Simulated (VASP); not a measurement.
# Nb (Fm-3m) in VASP: a series of runs, part 2 of 2

VASP 6.6.1. The steps go on from the part before.

## 3. Single point, r2SCAN (volume scaled by 1.10)

POSCAR

```
Nb
1.0
    0.0000000000      2.1744182734      2.1744182734
    2.1744182734      0.0000000000      2.1744182734
    2.1744182734      2.1744182734      0.0000000000
Nb
1
Direct
    0.0000000000      0.0000000000      0.0000000000
```

INCAR.step1

```
PREC = Accurate
ENCUT = 520
ISMEAR = 0
SIGMA = 0.1
LREAL = F
LASPH = T
NELM = 60
NBANDS = 12
GGA = PE
ALGO = Normal
EDIFF = 1E-4
LWAVE = T
LCHARG = F
```

INCAR.step2

```
PREC = Accurate
ENCUT = 520
EDIFF = 1E-7
ISMEAR = 0
SIGMA = 0.1
LREAL = F
LASPH = T
NELM = 60
ALGO = Normal
ISIF = 2
LWAVE = F
LCHARG = F
METAGGA = R2SCAN
LMIXTAU = T
NBANDS = 12
ISTART = 1
```

KPOINTS

```
Automatic mesh
0
Gamma
  18 18 18
```

Potentials or basis: VASP PAW PBE potentials, release 64 (Nb_sv).

The run is started by

```sh
$ cat potpaw_PBE.64/Nb_sv/POTCAR > POTCAR
$ cp INCAR.step1 INCAR
$ mpirun -np 1 vasp_std > vasp.out
$ cp INCAR.step2 INCAR
$ mpirun -np 1 vasp_std > vasp.out
```

OUTCAR:

```text
PREC = Accurate
   ENCUT = 520
   EDIFF = 1E-7
   ISMEAR = 0
   LREAL = F
   LASPH = T
   NELM = 60
   ISIF = 2
   METAGGA = R2SCAN
   ISTART = 1

 ion  position               nearest neighbor table
   1  0.000  0.000  0.000-

  LATTYP: Found a face centered cubic cell.
 ALAT       =     4.3488365468

  Lattice vectors:

 A1 = (   0.0000000000,   2.1744182734,   2.1744182734)
 A2 = (   2.1744182734,   0.0000000000,   2.1744182734)
 A3 = (   2.1744182734,   2.1744182734,   0.0000000000)

Analysis of symmetry for initial positions (statically):
=====================================================================
 Subroutine PRICEL returns:
 Original cell was already a primitive cell.

 Routine SETGRP: Setting up the symmetry group for a
 face centered cubic supercell.

 Subroutine GETGRP returns: Found 48 space group operations
 (whereof 48 operations were pure point group operations)
 out of a pool of 48 trial point group operations.

The static configuration has the point symmetry O_h .

Analysis of symmetry for dynamics (positions and initial velocities):
=====================================================================
 Subroutine PRICEL returns:
 Original cell was already a primitive cell.

 Routine SETGRP: Setting up the symmetry group for a
 face centered cubic supercell.

 Subroutine GETGRP returns: Found 48 space group operations
 (whereof 48 operations were pure point group operations)
 out of a pool of 48 trial point group operations.

The dynamic configuration has the point symmetry O_h .

 Subroutine INISYM returns: Found 48 space group operations
 (whereof 48 operations are pure point group operations),
 and found     1 'primitive' translations

----------------------------------------------------------------------------------------

                                     Primitive cell

  volume of cell :      20.5617

  direct lattice vectors                    reciprocal lattice vectors
     0.000000000  2.174418273  2.174418273    -0.229946559  0.229946559  0.229946559
     2.174418273  0.000000000  2.174418273     0.229946559 -0.229946559  0.229946559
     2.174418273  2.174418273  0.000000000     0.229946559  0.229946559 -0.229946559

  length of vectors
     3.075091813  3.075091813  3.075091813     0.398279123  0.398279123  0.398279123

  position of ions in fractional coordinates (direct lattice)
     0.000000000  0.000000000  0.000000000

  ion indices of the primitive-cell ions
   primitive index   ion index
                 1           1

----------------------------------------------------------------------------------------

 KPOINTS: Automatic mesh

Automatic generation of k-mesh.
 Grid dimensions read from file:
 generate k-points for:   18   18   18

 Generating k-lattice:

  Cartesian coordinates                     Fractional coordinates (reciprocal lattice)
    -0.012774809  0.012774809  0.012774809     0.055555556  0.000000000  0.000000000
     0.012774809 -0.012774809  0.012774809     0.000000000  0.055555556  0.000000000
     0.012774809  0.012774809 -0.012774809     0.000000000  0.000000000  0.055555556

  Length of vectors
     0.022126618  0.022126618  0.022126618

  Shift w.r.t. Gamma in fractional coordinates (k-lattice)
     0.000000000  0.000000000  0.000000000

 Subroutine IBZKPT returns following result:
 ===========================================

 Found    195 irreducible k-points:

 Following reciprocal coordinates:
            Coordinates               Weight
  0.000000  0.000000  0.000000      1.000000
  0.055556  0.000000  0.000000      8.000000
  0.111111  0.000000  0.000000      8.000000
  0.166667  0.000000  0.000000      8.000000
  0.222222  0.000000  0.000000      8.000000
  0.277778  0.000000  0.000000      8.000000
[... 16 lines left out ...]
 -0.277778  0.055556  0.000000     24.000000
 -0.222222  0.055556  0.000000     24.000000
 [... further k-points ...]
   k-points           NKPTS =    195   k-points in BZ     NKDIM =    195   number of bands    NBANDS=     12
   number of dos      NEDOS =    301   number of ions     NIONS =      1
   total plane-waves  NPLWV =  13824
   dimension x,y,z NGX =    24 NGY =   24 NGZ =   24
   dimension x,y,z NGXF=    48 NGYF=   48 NGZF=   48
   ions per type =               1
   NGX,Y,Z   is equivalent  to a cutoff of  12.97, 12.97, 12.97 a.u.
   NGXF,Y,Z  is equivalent  to a cutoff of  25.95, 25.95, 25.95 a.u.
 SYSTEM =  unknown system
   PREC   = accura    normal or accurate (medium, high low for compatibility)
   ISTART =      1    job   : 0-new  1-cont  2-samecut
   ICHARG =      0    charge: 1-file 2-atom 10-const
   ISPIN  =      1    spin polarized calculation?
   LNONCOLLINEAR =      F non collinear calculations
   LSORBIT =      F    spin-orbit coupling
   LASPH  =      T    aspherical Exc in radial PAW
   ENCUT  =  520.0 eV  38.22 Ry    6.18 a.u.   5.72  5.72  5.72*2*pi/ulx,y,z
   NELM   =     60;   NELMIN=  2; NELMDL=  0     # of ELM steps
   EDIFF  = 0.1E-06   stopping-criterion for ELM
   LREAL  =      F    real-space projection
   EDIFFG = 0.1E-05   stopping-criterion for IOM
   NSW    =      0    number of steps for IOM
   IBRION =     -1    ionic relax: 0-MD 1-quasi-New 2-CG
   NFREE  =      0    steps in history (QN), initial steepest desc. (CG)
   ISIF   =      2    stress and relaxation
   ISYM   =      2    0-nonsym 1-usesym 2-fastsym
   POTIM  = 0.5000    time-step for ionic-motion
   TEBEG  =    0.0;   TEEND  =   0.0 temperature during run
   PSTRESS=    0.0 pullay stress
   NELECT =      13.0000    total number of electrons
   NUPDOWN=      -1.0000    fix difference up-down
   EMIN   =  10.00;   EMAX   =-10.00  energy-range for DOS
   EFERMI =   0.00;   METHOD = LEGACY
   ISMEAR =     0;   SIGMA  =   0.10  broadening in eV -4-tet -1-fermi 0-gaus
   EFERMI_NEDOS =   21; number of points for ismear=-14 and -15
   IALGO  =     38    algorithm
   IMIX   =      4    mixing-type and parameters
     AMIX     =   0.40;   BMIX     =  1.00
     AMIX_MAG =   1.60;   BMIX_MAG =  1.00
  volume/ion in A,a.u.               =      20.56       138.76
  Fermi-wavevector in a.u.,A,eV,Ry     =   1.405086  2.655227 26.861523  1.974266
  Thomas-Fermi vector in A             =   2.527582
   LORBIT       =      0    0 simple, 1 ext, 2 COOP (PROOUT), +10 PAW based schemes
   METAGGA = R2SCAN    functional components
   LHFCALC =     F    Hartree Fock is set to
   AEXX    =    0.0000 exact exchange contribution
   IVDW    =     0    specifies the selected vdW correction
   LEPSILON=     F    determine dielectric tensor
   LRPA    =     F    only Hartree local field effects (RPA)
 non-spin polarized calculation
 Gauss-broadening in eV      SIGMA  =   0.10
  energy-cutoff  :      520.00
  volume of cell :       20.56
 maximum number of plane-waves:       568
   NGX = 11   NGY = 11   NGZ = 11

 number of electron      13.0000000 magnetization

 Free energy of the ion-electron system (eV)
  ---------------------------------------------------
  ext. energy  EPLUGINS =         0.00000000
  ---------------------------------------------------
  free energy    TOTEN  =       -24.42907983 eV

  energy without entropy =      -24.42195816  energy(sigma->0) =      -24.42551899

 E-fermi :   9.7349     XC(G=0): -12.8700

 val. band max:        9.7310021584   @ k =  -0.3333   0.3889   0.0556
 cond. band min:       9.7372562882   @ k =   0.5000   0.1667   0.0000
 fundamental gap:      0.0062541298
 Fermi energy:         9.7349379254

 k-point     1 :       0.0000    0.0000    0.0000
  band No.  band energies     occupation
      1     -47.0300      2.00000
      2     -21.8139      2.00000
      3     -21.8139      2.00000
      4     -21.8139      2.00000
      5       3.3651      2.00000
      6       9.9166      0.01019
      7       9.9166      0.01019
      8       9.9166      0.01019
      9      12.4245      0.00000
     10      12.4245      0.00000
     11      21.8718      0.00000
     12      26.7003      0.00000

 k-point     2 :       0.0556    0.0000    0.0000
  band No.  band energies     occupation
      1     -47.0257      2.00000
      2     -21.8439      2.00000
      3     -21.8177      2.00000
      4     -21.8177      2.00000
      5       3.4745      2.00000
      6       9.8294      0.18166
      7       9.9664      0.00106
      8       9.9664      0.00106
      9      12.3819      0.00000
     10      12.3819      0.00000
     11      22.0895      0.00000
     12      26.1531      0.00000
[... 316 lines left out ...]
 k-point    24 :      -0.2222    0.0556    0.0000
  band No.  band energies     occupation
      1     -46.9594      2.00000
      2     -22.2735      2.00000
      3     -21.9037      2.00000
      4     -21.8625      2.00000
      5       5.1474      2.00000
      6       8.9806      2.00000
      7      10.2699      0.00000
      8      10.3892      0.00000
      9      12.0377      0.00000
     10      12.7993      0.00000
     11      22.5503      0.00000
     12      24.6599      0.00000

 [... further k-points ...]
[... 5 lines left out ...]
  --------------------------------------------------------------------------------------
  -------------------------------------------------------------------------------------
  Total       -1.7672006     -1.7672006     -1.7672006     -0.0000000      0.0000000     -0.0000000
  in kB     -137.7010228   -137.7010228   -137.7010228     -0.0000000      0.0000000     -0.0000000
  external PRESSURE =    -137.7010228 kB  Pullay stress =       0.0000000 kB

 VOLUME and BASIS-vectors are now :
 -----------------------------------------------------------------------------
  energy-cutoff  :      520.00
  volume of cell :       20.56
      direct lattice vectors                 reciprocal lattice vectors
     0.000000000  2.174418273  2.174418273    -0.229946559  0.229946559  0.229946559
     2.174418273  0.000000000  2.174418273     0.229946559 -0.229946559  0.229946559
     2.174418273  2.174418273  0.000000000     0.229946559  0.229946559 -0.229946559

 POSITION                                       TOTAL-FORCE (eV/Angst)
 -----------------------------------------------------------------------------------
      0.00000      0.00000      0.00000         0.000000     -0.000000     -0.000000
 -----------------------------------------------------------------------------------
    total drift:                                0.000000      0.000000     -0.000000

  FREE ENERGIE OF THE ION-ELECTRON SYSTEM (eV)
  ---------------------------------------------------
  free  energy   TOTEN  =       -24.4290798268 eV

  energy  without entropy=      -24.4219581625  energy(sigma->0) =      -24.42551899
```

OUTCAR.step1:

```text
PREC = Accurate
   ENCUT = 520
   ISMEAR = 0
   LREAL = F
   LASPH = T
[... 575 lines left out ...]

 POSITION                                       TOTAL-FORCE (eV/Angst)
 -----------------------------------------------------------------------------------
      0.00000      0.00000      0.00000         0.000000      0.000000      0.000000
 -----------------------------------------------------------------------------------
    total drift:                                0.000000     -0.000000     -0.000000

  FREE ENERGIE OF THE ION-ELECTRON SYSTEM (eV)
  ---------------------------------------------------
  free  energy   TOTEN  =        -9.8192717464 eV

  energy  without entropy=       -9.8117203667  energy(sigma->0) =       -9.81549606
```

It took 54 s on 1 thread of Intel Xeon 6975P-C (Granite Rapids), shared host; peak memory 0.18 GiB.

What came out:

```
Free energy : -24.4291 eV
Pressure    : -13.8 GPa
```

Levels at points of the mesh, in eV from the Fermi level:
```tsv
k point	band 3	band 4	band 5	band 6	band 7	band 8	band 9	band 10
(0.00, 0.00, 0.00)	-31.55	-31.55	-6.37	0.18	0.18	0.18	2.69	2.69
(0.50, 0.00, 0.00)	-31.67	-31.67	-3.71	0.09	0.09	0.94	4.38	4.38
(0.50, 0.50, 0.00)	-31.88	-31.88	-3.74	-3.08	3.12	4.43	4.82	4.82
```

Caveat: the PAW data sets were made with another functional, which shifts forces and pressure a little.
